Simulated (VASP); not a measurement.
# NaAl16 in VASP: a series of runs

Runs on NaAl16. Level: PBE. Tasks: single point.

All numbers are computed with VASP 6.6.1; they aren't measurements. Logs are shortened: lines on timing, memory, paths and dates and some standing lists are left out, and cuts for length are marked.

## Step 1: The cell of the first run

The cell holds a slab with vacuum, 17 atoms: a = 8.100 Å, b = 5.728 Å, c = 17.296 Å, α = 90.00°, β = 90.00°, γ = 90.00°.

## Step 2: Single point, PBE

The input, INCAR:

```
SYSTEM = NaAl16
ALGO = Normal ; EDIFF = 1E-6
ENCUT = 520 ; GGA = PE
ISIF = 2 ; ISMEAR = 0
LASPH = .True. ; LCHARG = .False.
LREAL = Auto ; LWAVE = .False.
NBANDS = 42 ; NELM = 100
PREC = Accurate ; SIGMA = 0.15
```

The input, KPOINTS:

```
k-points
0
Gamma
  3 4 1
  0 0 0
```

The input, POSCAR:

```
NaAl16
1.0
    8.1000000000      0.0000000000      0.0000000000
    0.0000000000      5.7275650000      0.0000000000
    0.0000000000      0.0000000000     17.2956740000
Al Na
16 1
Direct
    0.2500000000      0.2499999564      0.0578179260
    0.7500000000      0.2499999564      0.0578179260
    0.2500000000      0.7500000436      0.0578179260
    0.7500000000      0.7500000436      0.0578179260
   -0.0028143210      0.0000008730      0.1341666708
    0.5027760494      0.0000010476      0.1342466330
   -0.0005776543      0.4999964208      0.1329156065
    0.5005396296      0.4999960716      0.1326908682
    0.2497358025      0.2435307151      0.2205820947
    0.7500919753      0.2521603858      0.2223435178
    0.2497356790      0.7564392547      0.2205772958
    0.7500924691      0.7479101503      0.2223371000
   -0.0032475309     -0.0000089043      0.3008152212
    0.5030769136     -0.0000090789      0.3006516543
    0.0116354321      0.4999958970      0.2957814191
    0.4882703704      0.4999957224      0.2953082950
    0.7498016049      0.5000584018      0.4144041452
```

Potentials or basis: VASP PAW PBE potentials, release 64 (Al, Na_pv).

Started as:

```console
$ cat potpaw_PBE.64/Al/POTCAR potpaw_PBE.64/Na_pv/POTCAR > POTCAR
$ mpirun -np 1 vasp_std > vasp.out
```

OUTCAR:

```text
SYSTEM = NaAl16
   EDIFF = 1E-6
   ENCUT = 520
   GGA = PE
   ISIF = 2
   ISMEAR = 0
   LASPH = .True.
   LREAL = Auto
   NELM = 100
   PREC = Accurate

 ion  position               nearest neighbor table
   1  0.250  0.250  0.058-   8 2.80   7 2.80   9 2.82   5 2.83   6 2.83   3 2.86   3 2.86
   2  0.750  0.250  0.058-   5 2.79   6 2.79   8 2.79   7 2.80  10 2.85   4 2.86   4 2.86
   3  0.250  0.750  0.058-   8 2.80   7 2.80  11 2.82   5 2.83   6 2.83   1 2.86   1 2.86
   4  0.750  0.750  0.058-   5 2.79   6 2.79   8 2.79   7 2.80  12 2.85   2 2.86   2 2.86
   5  0.997  0.000  0.134-   2 2.79   4 2.79   1 2.83   3 2.83   7 2.86   7 2.86  13 2.88   9 2.89
                            11 2.89  12 2.90  10 2.90
   6  0.503  0.000  0.134-   2 2.79   4 2.79   1 2.83   3 2.83   8 2.86   8 2.86  14 2.88   9 2.89
                            11 2.89  12 2.90  10 2.90
   7  0.999  0.500  0.133-   2 2.80   4 2.80   1 2.80   3 2.80  15 2.82   5 2.86   5 2.86  10 2.91
                            12 2.91  11 2.93   9 2.93
   8  0.501  0.500  0.133-   2 2.79   4 2.79   1 2.80   3 2.80  16 2.81   6 2.86   6 2.86  10 2.92
                            12 2.92  11 2.93   9 2.93
   9  0.250  0.244  0.221-  16 2.75  15 2.75  11 2.79   1 2.82  13 2.84  14 2.84   5 2.89   6 2.89
                             7 2.93   8 2.93  11 2.94
  10  0.750  0.252  0.222-  13 2.81  14 2.81  12 2.84   2 2.85  16 2.85  15 2.85  12 2.89   5 2.90
                             6 2.90   7 2.91   8 2.92
  11  0.250  0.756  0.221-  16 2.75  15 2.75   9 2.79   3 2.82  13 2.84  14 2.84   5 2.89   6 2.89
                             7 2.93   8 2.93   9 2.94
  12  0.750  0.748  0.222-  13 2.81  14 2.81  10 2.84   4 2.85  16 2.85  15 2.85  10 2.89   5 2.90
                             6 2.90   7 2.91   8 2.92
  13  0.997  1.000  0.301-  12 2.81  10 2.81   9 2.84  11 2.84  15 2.87  15 2.87   5 2.88
  14  0.503  1.000  0.301-  12 2.81  10 2.81   9 2.84  11 2.84  16 2.87  16 2.87   6 2.88
  15  0.012  0.500  0.296-  11 2.75   9 2.75   7 2.82  10 2.85  12 2.85  13 2.87  13 2.87  17 2.95

  16  0.488  0.500  0.295-  11 2.75   9 2.75   8 2.81  10 2.85  12 2.85  14 2.87  14 2.87  17 2.95

  17  0.750  0.500  0.414-  15 2.95  16 2.95

  LATTYP: Found a simple orthorhombic cell.
 ALAT       =     5.7275650000
 B/A-ratio  =     1.4142135445
 C/A-ratio  =     3.0197254854

  Lattice vectors:

 A1 = (   0.0000000000,  -5.7275650000,   0.0000000000)
 A2 = (   8.1000000000,   0.0000000000,   0.0000000000)
 A3 = (   0.0000000000,   0.0000000000,  17.2956740000)

Analysis of symmetry for initial positions (statically):
=====================================================================
 Subroutine PRICEL returns:
 Original cell was already a primitive cell.

 Routine SETGRP: Setting up the symmetry group for a
 simple orthorhombic supercell.

 Subroutine GETGRP returns: Found  1 space group operations
 (whereof  1 operations were pure point group operations)
 out of a pool of  8 trial point group operations.

The static configuration has the point symmetry C_1 .

Analysis of symmetry for dynamics (positions and initial velocities):
=====================================================================
 Subroutine PRICEL returns:
 Original cell was already a primitive cell.

 Routine SETGRP: Setting up the symmetry group for a
 simple orthorhombic supercell.

 Subroutine GETGRP returns: Found  1 space group operations
 (whereof  1 operations were pure point group operations)
 out of a pool of  8 trial point group operations.

The dynamic configuration has the point symmetry C_1 .

 Subroutine INISYM returns: Found  1 space group operations
 (whereof  1 operations are pure point group operations),
 and found     1 'primitive' translations

----------------------------------------------------------------------------------------

                                     Primitive cell

  volume of cell :     802.4030

  direct lattice vectors                    reciprocal lattice vectors
     8.100000000  0.000000000  0.000000000     0.123456790  0.000000000  0.000000000
     0.000000000  5.727565000  0.000000000     0.000000000  0.174594265  0.000000000
     0.000000000  0.000000000 17.295674000     0.000000000  0.000000000  0.057817926

  length of vectors
     8.100000000  5.727565000 17.295674000     0.123456790  0.174594265  0.057817926

  position of ions in fractional coordinates (direct lattice)
     0.250000000  0.249999956  0.057817926
     0.750000000  0.249999956  0.057817926
     0.250000000  0.750000044  0.057817926
     0.750000000  0.750000044  0.057817926
     0.997185679  0.000000873  0.134166671
     0.502776049  0.000001048  0.134246633
[... 9 lines left out ...]
     0.488270370  0.499995722  0.295308295
     0.749801605  0.500058402  0.414404145

  ion indices of the primitive-cell ions
   primitive index   ion index
                 1           1
                 2           2
                 3           3
                 4           4
                 5           5
                 6           6
[... 9 lines left out ...]
                16          16
                17          17

----------------------------------------------------------------------------------------

 KPOINTS: k-points

Automatic generation of k-mesh.
 Grid dimensions read from file:
 generate k-points for:    3    4    1

 Generating k-lattice:

  Cartesian coordinates                     Fractional coordinates (reciprocal lattice)
     0.041152263  0.000000000  0.000000000     0.333333333  0.000000000  0.000000000
     0.000000000  0.043648566  0.000000000     0.000000000  0.250000000  0.000000000
     0.000000000  0.000000000  0.057817926     0.000000000  0.000000000  1.000000000

  Length of vectors
     0.041152263  0.043648566  0.057817926

  Shift w.r.t. Gamma in fractional coordinates (k-lattice)
     0.000000000  0.000000000  0.000000000

 Subroutine IBZKPT returns following result:
 ===========================================

 Found      7 irreducible k-points:

 Following reciprocal coordinates:
            Coordinates               Weight
  0.000000  0.000000  0.000000      1.000000
  0.333333  0.000000  0.000000      2.000000
  0.000000  0.250000  0.000000      2.000000
  0.333333  0.250000  0.000000      2.000000
 -0.333333  0.250000  0.000000      2.000000
  0.000000  0.500000  0.000000      1.000000
  0.333333  0.500000  0.000000      2.000000
   k-points           NKPTS =      7   k-points in BZ     NKDIM =      7   number of bands    NBANDS=     42
   number of dos      NEDOS =    301   number of ions     NIONS =     17
   total plane-waves  NPLWV = 403200
   dimension x,y,z NGX =    60 NGY =   48 NGZ =  140
   dimension x,y,z NGXF=   120 NGYF=   96 NGZF=  280
   ions per type =              16   1
   NGX,Y,Z   is equivalent  to a cutoff of  12.31, 13.93, 13.46 a.u.
   NGXF,Y,Z  is equivalent  to a cutoff of  24.63, 27.86, 26.91 a.u.
 SYSTEM =  NaAl16
   PREC   = accura    normal or accurate (medium, high low for compatibility)
   ISTART =      0    job   : 0-new  1-cont  2-samecut
   ICHARG =      2    charge: 1-file 2-atom 10-const
   ISPIN  =      1    spin polarized calculation?
   LNONCOLLINEAR =      F non collinear calculations
   LSORBIT =      F    spin-orbit coupling
   LASPH  =      T    aspherical Exc in radial PAW
   ENCUT  =  520.0 eV  38.22 Ry    6.18 a.u.  15.06 10.65 32.16*2*pi/ulx,y,z
   NELM   =    100;   NELMIN=  2; NELMDL= -5     # of ELM steps
   EDIFF  = 0.1E-05   stopping-criterion for ELM
   LREAL  =      T    real-space projection
   EDIFFG = 0.1E-04   stopping-criterion for IOM
   NSW    =      0    number of steps for IOM
   IBRION =     -1    ionic relax: 0-MD 1-quasi-New 2-CG
   NFREE  =      0    steps in history (QN), initial steepest desc. (CG)
   ISIF   =      2    stress and relaxation
   ISYM   =      2    0-nonsym 1-usesym 2-fastsym
   POTIM  = 0.5000    time-step for ionic-motion
   TEBEG  =    0.0;   TEEND  =   0.0 temperature during run
   PSTRESS=    0.0 pullay stress
   NELECT =      55.0000    total number of electrons
   NUPDOWN=      -1.0000    fix difference up-down
   EMIN   =  10.00;   EMAX   =-10.00  energy-range for DOS
   EFERMI =   0.00;   METHOD = LEGACY
   ISMEAR =     0;   SIGMA  =   0.15  broadening in eV -4-tet -1-fermi 0-gaus
   EFERMI_NEDOS =   21; number of points for ismear=-14 and -15
   IALGO  =     38    algorithm
   IMIX   =      4    mixing-type and parameters
     AMIX     =   0.40;   BMIX     =  1.00
     AMIX_MAG =   1.60;   BMIX_MAG =  1.00
  volume/ion in A,a.u.               =      47.20       318.52
  Fermi-wavevector in a.u.,A,eV,Ry     =   0.669985  1.266087  6.107376  0.448879
  Thomas-Fermi vector in A             =   1.745365
   LORBIT       =      0    0 simple, 1 ext, 2 COOP (PROOUT), +10 PAW based schemes
   GGA     = PE    functional components
   LHFCALC =     F    Hartree Fock is set to
   AEXX    =    0.0000 exact exchange contribution
   IVDW    =     0    specifies the selected vdW correction
   LEPSILON=     F    determine dielectric tensor
   LRPA    =     F    only Hartree local field effects (RPA)
 non-spin polarized calculation
 Gauss-broadening in eV      SIGMA  =   0.15
  energy-cutoff  :      520.00
  volume of cell :      802.40
 maximum number of plane-waves:     21630
   NGX = 31   NGY = 21   NGZ = 65

 number of electron      54.9999991 magnetization

 Free energy of the ion-electron system (eV)
  ---------------------------------------------------
  ext. energy  EPLUGINS =         0.00000000
  ---------------------------------------------------
  free energy    TOTEN  =       -56.14110653 eV

  energy without entropy =      -55.99845296  energy(sigma->0) =      -56.06977974

 E-fermi :   0.5920     XC(G=0):  -4.7677

 val. band max:        0.5286303700   @ k =   0.3333   0.0000   0.0000
 cond. band min:       0.5956073375   @ k =   0.0000   0.2500   0.0000
 fundamental gap:      0.0669769675
 Fermi energy:         0.5919594888

 k-point     1 :       0.0000    0.0000    0.0000
  band No.  band energies     occupation
      1     -24.9244      2.00000
      2     -24.9088      2.00000
      3     -24.8969      2.00000
      4      -9.6745      2.00000
      5      -7.4751      2.00000
      6      -7.4574      2.00000
[... 31 lines left out ...]
     38       2.5773      0.00000
     39       2.6278      0.00000

 k-point     2 :       0.3333    0.0000    0.0000
  band No.  band energies     occupation
      1     -24.9244      2.00000
      2     -24.9088      2.00000
      3     -24.8969      2.00000
      4      -9.4262      2.00000
      5      -8.6845      2.00000
      6      -7.0395      2.00000
[... 31 lines left out ...]
     38       2.6031      0.00000
     39       3.0701      0.00000

 k-point     3 :       0.0000    0.2500    0.0000
  band No.  band energies     occupation
      1     -24.9244      2.00000
      2     -24.9088      2.00000
      3     -24.8969      2.00000
      4      -9.3938      2.00000
      5      -7.1989      2.00000
      6      -7.1812      2.00000
[... 31 lines left out ...]
     38       2.5681      0.00000
     39       2.9745      0.00000

 k-point     4 :       0.3333    0.2500    0.0000
  band No.  band energies     occupation
      1     -24.9244      2.00000
      2     -24.9088      2.00000
      3     -24.8969      2.00000
      4      -9.1460      2.00000
      5      -8.4058      2.00000
      6      -6.9267      2.00000
[... 31 lines left out ...]
     38       2.8553      0.00000
     39       3.0782      0.00000

 k-point     5 :      -0.3333    0.2500    0.0000
  band No.  band energies     occupation
      1     -24.9244      2.00000
      2     -24.9088      2.00000
      3     -24.8969      2.00000
      4      -9.1460      2.00000
      5      -8.4058      2.00000
      6      -6.9267      2.00000
[... 31 lines left out ...]
     38       2.8553      0.00000
     39       3.0782      0.00000

 k-point     6 :       0.0000    0.5000    0.0000
  band No.  band energies     occupation
      1     -24.9244      2.00000
      2     -24.9089      2.00000
      3     -24.8969      2.00000
      4      -8.5623      2.00000
      5      -8.5482      2.00000
      6      -6.3804      2.00000
[... 31 lines left out ...]
     38       2.4532      0.00000
     39       2.6300      0.00000

 k-point     7 :       0.3333    0.5000    0.0000
  band No.  band energies     occupation
      1     -24.9244      2.00000
      2     -24.9089      2.00000
      3     -24.8969      2.00000
      4      -8.3160      2.00000
      5      -8.3020      2.00000
      6      -7.5802      2.00000
[... 31 lines left out ...]
     38       3.0398      0.00000
     39       3.2391      0.00000
 [bands above 39 left out]

------------------------ aborting loop because EDIFF is reached ----------------------------------------

  FORCE on cell =-STRESS in cart. coord.  units (eV):
  Direction    XX          YY          ZZ          XY          YZ          ZX
  --------------------------------------------------------------------------------------
  -------------------------------------------------------------------------------------
  Total       -5.4254971     -8.0216353     -0.0429556     -0.0001243      0.0008260     -0.0078161
  in kB      -10.8332204    -16.0169921     -0.0857704     -0.0002482      0.0016493     -0.0156065
  external PRESSURE =      -8.9786610 kB  Pullay stress =       0.0000000 kB

 VOLUME and BASIS-vectors are now :
 -----------------------------------------------------------------------------
  energy-cutoff  :      520.00
  volume of cell :      802.40
      direct lattice vectors                 reciprocal lattice vectors
     8.100000000  0.000000000  0.000000000     0.123456790  0.000000000  0.000000000
     0.000000000  5.727565000  0.000000000     0.000000000  0.174594265  0.000000000
     0.000000000  0.000000000 17.295674000     0.000000000  0.000000000  0.057817926

 POSITION                                       TOTAL-FORCE (eV/Angst)
 -----------------------------------------------------------------------------------
      2.02500      1.43189      1.00000        -0.002236     -0.015159      0.022984
      6.07500      1.43189      1.00000         0.001349      0.010920     -0.029260
      2.02500      4.29567      1.00000        -0.002231      0.014953      0.022886
      6.07500      4.29567      1.00000         0.001343     -0.011059     -0.029381
      8.07720      0.00001      2.32050         0.004174     -0.000074      0.001519
      4.07249      0.00001      2.32189        -0.004132     -0.000090     -0.001973
[... 9 lines left out ...]
      3.95499      2.86376      5.10756        -0.005372     -0.000058      0.004756
      6.07339      2.86412      7.16740        -0.004229      0.000038      0.014582
 -----------------------------------------------------------------------------------
    total drift:                                0.003636      0.001393     -0.008227

  FREE ENERGIE OF THE ION-ELECTRON SYSTEM (eV)
  ---------------------------------------------------
  free  energy   TOTEN  =       -56.1411065260 eV

  energy  without entropy=      -55.9984529619  energy(sigma->0) =      -56.06977974
```

It took 15 min on 1 thread of Oxide Virtual Turin-like, shared host; peak memory 0.75 GiB.

What came out:

| Property | Result |
| --- | --- |
| Free energy | -56.1411 eV |
| Largest force | 0.031 eV/Å |
| Band gap on the k mesh | zero (an odd number of electrons rules out a gap without spin polarisation) |

Forces in eV/Å, atoms in the order of the input:
```
Al  -0.002 -0.015  0.023
Al   0.001  0.011 -0.029
Al  -0.002  0.015  0.023
Al   0.001 -0.011 -0.029
Al   0.004  0.000  0.002
Al  -0.004  0.000 -0.002
Al  -0.008  0.000  0.000
Al   0.008  0.000  0.003
Al   0.002 -0.006 -0.002
Al  -0.001  0.010  0.002
Al   0.003  0.006 -0.002
Al  -0.001 -0.010  0.002
Al   0.014  0.000 -0.001
Al  -0.015  0.000 -0.001
Al   0.009  0.000 -0.007
Al  -0.005  0.000  0.005
Na  -0.004  0.000  0.015
```

Caveat: there is no dipole correction, which matters where the two faces differ.

(Part 1 of 2 ends here.)

The gap in the log of VASP goes by the Fermi energy; the results here count the filled bands.